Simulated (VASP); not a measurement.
CuF, 4 atoms in the cell. It takes space group P6_3/mmc (No. 194, hexagonal). Conventional cell: a = 3.509 Å, b = 3.509 Å, c = 5.083 Å, α = 90.00°, β = 90.00°, γ = 120.00°. Within 2.7 Å of Cu (site symmetry -6m2) lie 5 F at 2.03 to 2.54 Å. Within 2.7 Å of F (site symmetry -6m2) lie 5 Cu at 2.03 to 2.54 Å. 

| Item | Value |
| --- | --- |
| Program | VASP 6.6.1 |
| Task | single point |
| Functional | LDA |
| Potentials or basis | VASP PAW LDA potentials, release 64 (Cu_sv_GW, F_h) |
| Cutoff | 1350 eV |
| k mesh | 12 × 12 × 6 |
| Occupations | fermi-dirac, width 0.02 eV |
| Spin | no spin polarisation |
| Dipole correction | no |
| Further INCAR settings | ALGO = Normal; EDIFF = 1e-06; NBANDS = 34 |

Potentials or basis: VASP PAW LDA potentials, release 64 (Cu_sv_GW, F_h).

Command:

```console
$ cat potpaw_LDA.64/Cu_sv_GW/POTCAR potpaw_LDA.64/F_h/POTCAR > POTCAR
$ mpirun -np 1 vasp_std > vasp.out
```

Hardware: 1 thread of AMD EPYC 9R45 (Zen 5), on a shared host.

Question: Estimate the wall time of this run.

Answer: Wall time 6.3 min on 1 thread of AMD EPYC 9R45 (Zen 5), on a shared host, peak memory 0.63 GiB. Counts: scf iterations 13, k points 76.
